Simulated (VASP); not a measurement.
# Lu (Pm-3n) in VASP: single point with RPBE

Aim: the single point of Lu with RPBE.

All numbers are computed with VASP 6.6.1; they aren't measurements. Logs are shortened: lines on timing, memory, paths and dates and some standing lists are left out, and cuts for length are marked.

### 1 The cell of the first run

Symmetry: Pm-3n, No. 223, cubic system. Conventional cell: a = 6.363 Å, b = 6.363 Å, c = 6.363 Å, α = 90.00°, β = 90.00°, γ = 90.00°. Lu (site symmetry m-3) has 12 Lu at 3.56 Å within 4.7 Å. Lu (site symmetry -4m2) has 14 Lu at 3.18 to 3.90 Å within 4.2 Å.

### 2 Single point, RPBE

Contents of INCAR:

```
SYSTEM = Lu
ALGO = Normal
EDIFF = 1E-6
ENCUT = 600
GGA = RP
GGA_COMPAT = .False.
ISIF = 2
ISMEAR = -1
LASPH = .True.
LCHARG = .False.
LREAL = .False.
LWAVE = .False.
NBANDS = 110
NELM = 120
PREC = Accurate
SIGMA = 0.1
```

Contents of KPOINTS:

```
k-points
0
Gamma
  4 4 4
  0 0 0
```

Contents of POSCAR:

```
Lu
1.0
    6.3634282130      0.0000000000      0.0000000000
    0.0000000000      6.3634282130      0.0000000000
    0.0000000000      0.0000000000      6.3634282130
Lu
8
Direct
    1.0000000000      0.0000000000      0.0000000000
    0.5000000000      0.5000000000      0.5000000000
    0.2500000000      1.0000000000      0.5000000000
    0.7500000000      1.0000000000      0.5000000000
    0.5000000000      0.2500000000      1.0000000000
    0.5000000000      0.7500000000      0.0000000000
    1.0000000000      0.5000000000      0.2500000000
    0.0000000000      0.5000000000      0.7500000000
```

Potentials or basis: VASP PAW PBE potentials, release 64 (Lu).

On the command line:

```
$ cat potpaw_PBE.64/Lu/POTCAR > POTCAR
$ mpirun -np 1 vasp_std > vasp.out
```

OUTCAR:

```text
SYSTEM = Lu
   EDIFF = 1E-6
   ENCUT = 600
   GGA = RP
   ISIF = 2
   ISMEAR = -1
   LASPH = .True.
   LREAL = .False.
   NELM = 120
   PREC = Accurate

 ion  position               nearest neighbor table
   1  0.000  0.000  0.000-   3 3.56   4 3.56   5 3.56   6 3.56   7 3.56   8 3.56   3 3.56   4 3.56
                             7 3.56   8 3.56   5 3.56   6 3.56
   2  0.500  0.500  0.500-   3 3.56   4 3.56   5 3.56   6 3.56   7 3.56   8 3.56   5 3.56   6 3.56
                             3 3.56   4 3.56   7 3.56   8 3.56
   3  0.250  0.000  0.500-   4 3.18   4 3.18   1 3.56   1 3.56   2 3.56   2 3.56
   4  0.750  0.000  0.500-   3 3.18   3 3.18   1 3.56   1 3.56   2 3.56   2 3.56
   5  0.500  0.250  0.000-   6 3.18   6 3.18   1 3.56   2 3.56   2 3.56   1 3.56
   6  0.500  0.750  0.000-   5 3.18   5 3.18   1 3.56   2 3.56   2 3.56   1 3.56
   7  0.000  0.500  0.250-   8 3.18   8 3.18   1 3.56   2 3.56   1 3.56   2 3.56
   8  0.000  0.500  0.750-   7 3.18   7 3.18   1 3.56   2 3.56   1 3.56   2 3.56

  LATTYP: Found a simple cubic cell.
 ALAT       =     6.3634282130

  Lattice vectors:

 A1 = (   6.3634282130,   0.0000000000,   0.0000000000)
 A2 = (   0.0000000000,   6.3634282130,   0.0000000000)
 A3 = (   0.0000000000,   0.0000000000,   6.3634282130)

Analysis of symmetry for initial positions (statically):
=====================================================================
 Subroutine PRICEL returns:
 Original cell was already a primitive cell.

 Routine SETGRP: Setting up the symmetry group for a
 simple cubic supercell.

 Subroutine GETGRP returns: Found 48 space group operations
 (whereof 24 operations were pure point group operations)
 out of a pool of 48 trial point group operations.

The static configuration has the point symmetry T_h .
 The point group associated with its full space group is O_h .

Analysis of symmetry for dynamics (positions and initial velocities):
=====================================================================
 Subroutine PRICEL returns:
 Original cell was already a primitive cell.

 Routine SETGRP: Setting up the symmetry group for a
 simple cubic supercell.

 Subroutine GETGRP returns: Found 48 space group operations
 (whereof 24 operations were pure point group operations)
 out of a pool of 48 trial point group operations.

The dynamic configuration has the point symmetry T_h .
 The point group associated with its full space group is O_h .

 Subroutine INISYM returns: Found 48 space group operations
 (whereof 24 operations are pure point group operations),
 and found     1 'primitive' translations

----------------------------------------------------------------------------------------

                                     Primitive cell

  volume of cell :     257.6757

  direct lattice vectors                    reciprocal lattice vectors
     6.363428213  0.000000000  0.000000000     0.157147997  0.000000000  0.000000000
     0.000000000  6.363428213  0.000000000     0.000000000  0.157147997  0.000000000
     0.000000000  0.000000000  6.363428213     0.000000000  0.000000000  0.157147997

  length of vectors
     6.363428213  6.363428213  6.363428213     0.157147997  0.157147997  0.157147997

  position of ions in fractional coordinates (direct lattice)
     0.000000000  0.000000000  0.000000000
     0.500000000  0.500000000  0.500000000
     0.250000000  0.000000000  0.500000000
     0.750000000  0.000000000  0.500000000
     0.500000000  0.250000000  0.000000000
     0.500000000  0.750000000  0.000000000
     0.000000000  0.500000000  0.250000000
     0.000000000  0.500000000  0.750000000

  ion indices of the primitive-cell ions
   primitive index   ion index
                 1           1
                 2           2
                 3           3
                 4           4
                 5           5
                 6           6
                 7           7
                 8           8

----------------------------------------------------------------------------------------

 KPOINTS: k-points

Automatic generation of k-mesh.
 Grid dimensions read from file:
 generate k-points for:    4    4    4

 Generating k-lattice:

  Cartesian coordinates                     Fractional coordinates (reciprocal lattice)
     0.039286999  0.000000000  0.000000000     0.250000000  0.000000000  0.000000000
     0.000000000  0.039286999  0.000000000     0.000000000  0.250000000  0.000000000
     0.000000000  0.000000000  0.039286999     0.000000000  0.000000000  0.250000000

  Length of vectors
     0.039286999  0.039286999  0.039286999

  Shift w.r.t. Gamma in fractional coordinates (k-lattice)
     0.000000000  0.000000000  0.000000000

 Subroutine IBZKPT returns following result:
 ===========================================

 Found     10 irreducible k-points:

 Following reciprocal coordinates:
            Coordinates               Weight
  0.000000  0.000000  0.000000      1.000000
  0.250000  0.000000  0.000000      6.000000
  0.500000  0.000000  0.000000      3.000000
  0.250000  0.250000  0.000000     12.000000
  0.500000  0.250000  0.000000     12.000000
  0.500000  0.500000  0.000000      3.000000
  0.250000  0.250000  0.250000      8.000000
  0.500000  0.250000  0.250000     12.000000
  0.500000  0.500000  0.250000      6.000000
  0.500000  0.500000  0.500000      1.000000
   k-points           NKPTS =     10   k-points in BZ     NKDIM =     10   number of bands    NBANDS=    110
   number of dos      NEDOS =    301   number of ions     NIONS =      8
   total plane-waves  NPLWV = 157464
   dimension x,y,z NGX =    54 NGY =   54 NGZ =   54
   dimension x,y,z NGXF=   108 NGYF=  108 NGZF=  108
   ions per type =               8
   NGX,Y,Z   is equivalent  to a cutoff of  14.11, 14.11, 14.11 a.u.
   NGXF,Y,Z  is equivalent  to a cutoff of  28.22, 28.22, 28.22 a.u.
 SYSTEM =  Lu
   PREC   = accura    normal or accurate (medium, high low for compatibility)
   ISTART =      0    job   : 0-new  1-cont  2-samecut
   ICHARG =      2    charge: 1-file 2-atom 10-const
   ISPIN  =      1    spin polarized calculation?
   LNONCOLLINEAR =      F non collinear calculations
   LSORBIT =      F    spin-orbit coupling
   LASPH  =      T    aspherical Exc in radial PAW
   ENCUT  =  600.0 eV  44.10 Ry    6.64 a.u.  12.71 12.71 12.71*2*pi/ulx,y,z
   NELM   =    120;   NELMIN=  2; NELMDL= -5     # of ELM steps
   EDIFF  = 0.1E-05   stopping-criterion for ELM
   LREAL  =      F    real-space projection
   EDIFFG = 0.1E-04   stopping-criterion for IOM
   NSW    =      0    number of steps for IOM
   IBRION =     -1    ionic relax: 0-MD 1-quasi-New 2-CG
   NFREE  =      0    steps in history (QN), initial steepest desc. (CG)
   ISIF   =      2    stress and relaxation
   ISYM   =      2    0-nonsym 1-usesym 2-fastsym
   POTIM  = 0.5000    time-step for ionic-motion
   TEBEG  =    0.0;   TEEND  =   0.0 temperature during run
   PSTRESS=    0.0 pullay stress
   NELECT =     200.0000    total number of electrons
   NUPDOWN=      -1.0000    fix difference up-down
   EMIN   =  10.00;   EMAX   =-10.00  energy-range for DOS
   EFERMI =   0.00;   METHOD = LEGACY
   ISMEAR =    -1;   SIGMA  =   0.10  broadening in eV -4-tet -1-fermi 0-gaus
   EFERMI_NEDOS =   21; number of points for ismear=-14 and -15
   IALGO  =     38    algorithm
   IMIX   =      4    mixing-type and parameters
     AMIX     =   0.40;   BMIX     =  1.00
     AMIX_MAG =   1.60;   BMIX_MAG =  1.00
  volume/ion in A,a.u.               =      32.21       217.36
  Fermi-wavevector in a.u.,A,eV,Ry     =   1.504505  2.843102 30.797274  2.263536
  Thomas-Fermi vector in A             =   2.615476
   LORBIT       =      0    0 simple, 1 ext, 2 COOP (PROOUT), +10 PAW based schemes
   GGA     = RP    functional components
   LHFCALC =     F    Hartree Fock is set to
   AEXX    =    0.0000 exact exchange contribution
   IVDW    =     0    specifies the selected vdW correction
   LEPSILON=     F    determine dielectric tensor
   LRPA    =     F    only Hartree local field effects (RPA)
 non-spin polarized calculation
  energy-cutoff  :      600.00
  volume of cell :      257.68
 maximum number of plane-waves:      8642
 NGX is ok and might be reduce to    54
   NGX = 25   NGY = 25   NGZ = 25

 number of electron     199.9999910 magnetization

 Free energy of the ion-electron system (eV)
  ---------------------------------------------------
  ext. energy  EPLUGINS =         0.00000000
  ---------------------------------------------------
  free energy    TOTEN  =       -31.73401502 eV

  energy without entropy =      -31.04683400  energy(sigma->0) =      -31.39042451

 E-fermi :   2.0668     XC(G=0): -10.0525

 val. band max:        2.0502688660   @ k =   0.5000   0.0000   0.0000
 cond. band min:       2.0770211163   @ k =   0.5000   0.2500   0.0000
 fundamental gap:      0.0267522503
 Fermi energy:         2.0667915825

 k-point     1 :       0.0000    0.0000    0.0000
  band No.  band energies     occupation
      1     -54.5794      2.00000
      2     -54.5734      2.00000
      3     -54.5734      2.00000
      4     -54.5465      2.00000
      5     -54.5465      2.00000
      6     -54.5465      2.00000
[... 102 lines left out ...]
    109       3.7815      0.00000
    110       3.7887      0.00000

 k-point     2 :       0.2500    0.0000    0.0000
  band No.  band energies     occupation
      1     -54.5777      2.00000
      2     -54.5739      2.00000
      3     -54.5702      2.00000
      4     -54.5508      2.00000
      5     -54.5465      2.00000
      6     -54.5465      2.00000
[... 896 lines left out ...]
 k-point    10 :       0.5000    0.5000    0.5000
  band No.  band energies     occupation
      1     -54.5608      2.00000
      2     -54.5608      2.00000
      3     -54.5608      2.00000
      4     -54.5608      2.00000
      5     -54.5608      2.00000
      6     -54.5608      2.00000
[... 102 lines left out ...]
    109       2.9024      0.00047
    110       2.9024      0.00047

------------------------ aborting loop because EDIFF is reached ----------------------------------------

  FORCE on cell =-STRESS in cart. coord.  units (eV):
  Direction    XX          YY          ZZ          XY          YZ          ZX
  --------------------------------------------------------------------------------------
  -------------------------------------------------------------------------------------
  Total        0.0655942      0.0655942      0.0655942     -0.0000000      0.0000000     -0.0000000
  in kB        0.4078519      0.4078519      0.4078519     -0.0000000      0.0000000     -0.0000000
  external PRESSURE =       0.4078519 kB  Pullay stress =       0.0000000 kB

 VOLUME and BASIS-vectors are now :
 -----------------------------------------------------------------------------
  energy-cutoff  :      600.00
  volume of cell :      257.68
      direct lattice vectors                 reciprocal lattice vectors
     6.363428213  0.000000000  0.000000000     0.157147997  0.000000000  0.000000000
     0.000000000  6.363428213  0.000000000     0.000000000  0.157147997  0.000000000
     0.000000000  0.000000000  6.363428213     0.000000000  0.000000000  0.157147997

 POSITION                                       TOTAL-FORCE (eV/Angst)
 -----------------------------------------------------------------------------------
      0.00000      0.00000      0.00000        -0.000000      0.000000      0.000000
      3.18171      3.18171      3.18171        -0.000000      0.000000      0.000000
      1.59086      0.00000      3.18171         0.000000      0.000000     -0.000000
      4.77257      0.00000      3.18171        -0.000000      0.000000     -0.000000
      3.18171      1.59086      0.00000        -0.000000      0.000000     -0.000000
      3.18171      4.77257      0.00000         0.000000     -0.000000      0.000000
      0.00000      3.18171      1.59086        -0.000000     -0.000000     -0.000000
      0.00000      3.18171      4.77257        -0.000000     -0.000000      0.000000
 -----------------------------------------------------------------------------------
    total drift:                                0.000000      0.000000      0.000000

  FREE ENERGIE OF THE ION-ELECTRON SYSTEM (eV)
  ---------------------------------------------------
  free  energy   TOTEN  =       -31.7340150205 eV

  energy  without entropy=      -31.0468340016  energy(sigma->0) =      -31.39042451
```

Wall time 18 min (1 thread of Intel Xeon 8259CL, shared host); peak memory 0.51 GiB.

Results:

```yaml
Free_energy: -31.7340 eV
Pressure: 0.0 GPa
Band_gap_on_the_k_mesh: zero (band 100 reaches 2.19 eV, above the bottom of band 101 at 1.72 eV)
```

Caveat: the PAW data sets were made with another functional, which shifts forces and pressure a little; spin-orbit coupling is left out, which moves the levels of the heavy elements.
